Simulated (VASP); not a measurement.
A run of VASP 6.6.1 is set up as follows.

File INCAR:

```
  PREC = Accurate
  ENCUT = 500
  EDIFF = 1E-6
  ISMEAR = 0
  SIGMA = 0.01
  LREAL = F
  LASPH = T
  NELM = 120
  ALGO = Normal
  ISIF = 2
  LWAVE = F
  LCHARG = F
  GGA = PS
  NBANDS = 26
  GGA_COMPAT = F
```

The input KPOINTS:

```
Automatic mesh
0
Gamma
  6 4 6
```

Contents of POSCAR:

```
CdS
1.0
    3.9497411462      0.0000000000      0.0000000000
    0.0000000000      5.5840179226      0.0000000000
    0.0000000000      0.0000000000      3.9493966720
Cd S
2 2
Direct
    0.5000000000      0.5000000000      0.2430300000
    0.0000000000      0.0000000000      0.7569700000
    0.5000000000      0.0000000000      0.2551600000
    0.0000000000      0.5000000000      0.7448400000
```

Potentials or basis: VASP PAW PBE potentials, release 64 (Cd, S).

The run is started by

```bash
$ cat potpaw_PBE.64/Cd/POTCAR potpaw_PBE.64/S/POTCAR > POTCAR
$ mpirun -np 1 vasp_std > vasp.out
```

Estimate the largest force.

0.033 eV/Å.

Predict the pressure.

-6.4 GPa.

Stress tensor (GPa, compression positive):
```
-6.40  0.00  0.00
 0.00 -6.49  0.00
 0.00  0.00 -6.40
```

Caveat: the cell stands under tension; the PAW data sets were made with another functional, which shifts forces and pressure a little.
